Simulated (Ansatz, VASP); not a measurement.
**Two plane-wave programs on LiF**

The input INCAR:

```
SYSTEM = LiF
ALGO = Normal
EDIFF = 1E-7
ENCUT = 520
GGA = PE
ISIF = 2
ISMEAR = 0
LASPH = .TRUE.
LCHARG = .FALSE.
LREAL = .FALSE.
LWAVE = .FALSE.
NBANDS = 12
NELM = 80
PREC = Accurate
SIGMA = 0.05
```

The input KPOINTS:

```
k-points
0
G
  10 10 10
  0 0 0
```

POSCAR

```
LiF
1.0
    0.0000000000      2.1751200000      2.0140000000
    2.1751200000      0.0000000000      2.0140000000
    2.1751200000      2.1751200000      0.0000000000
Li F
1 1
Direct
    0.0000000000      0.0000000000      0.0000000000
    0.5000000000      0.5000000000      0.5000000000
```

Input for Ansatz:

```yaml
crystal:
  lattice:
    - [0.0, 2.17512, 2.014]
    - [2.17512, 0.0, 2.014]
    - [2.17512, 2.17512, 0.0]
  atoms:
    - { symbol: Li, position: [0.0, 0.0, 0.0] }
    - { symbol: F, position: [0.5, 0.5, 0.5] }
basis:
  ecutwfc: 420
kpoints:
  mp_grid: { grid: [10, 10, 10] }
hamiltonian:
  xc: pbe
scf:
  occupations: { method: gaussian, width: 0.05 }
output:
  forces: true
  stress: true
  eigenvalues: true
```

Change from the starting cell: strain +0.080 along x and y, +0.000 along z, atoms carried along.

Alike in both runs: task single point; functional PBE; k mesh 10 × 10 × 10; occupations gaussian, width 0.05 eV; no spin polarisation.

```csv
,VASP,Ansatz
version,VASP 6.6.1,Ansatz 0.2.0
potentials or method,"VASP PAW PBE potentials, release 64 (Li_sv, F), cutoff 520 eV","scalar-relativistic, plane waves, PAW"
valence electrons in the cell,10,10
```

```tsv
	VASP	Ansatz	Ansatz less VASP
gap on the k mesh at the Fermi level (eV)	7.78	7.78	+0.002
least direct gap on the mesh (eV)	7.78	7.78	+0.002
```

The functional is the same, so the differences come from potentials, cutoffs and numerics.

Noted on VASP's run: the cutoff is short for stress, so the pressure is rough.
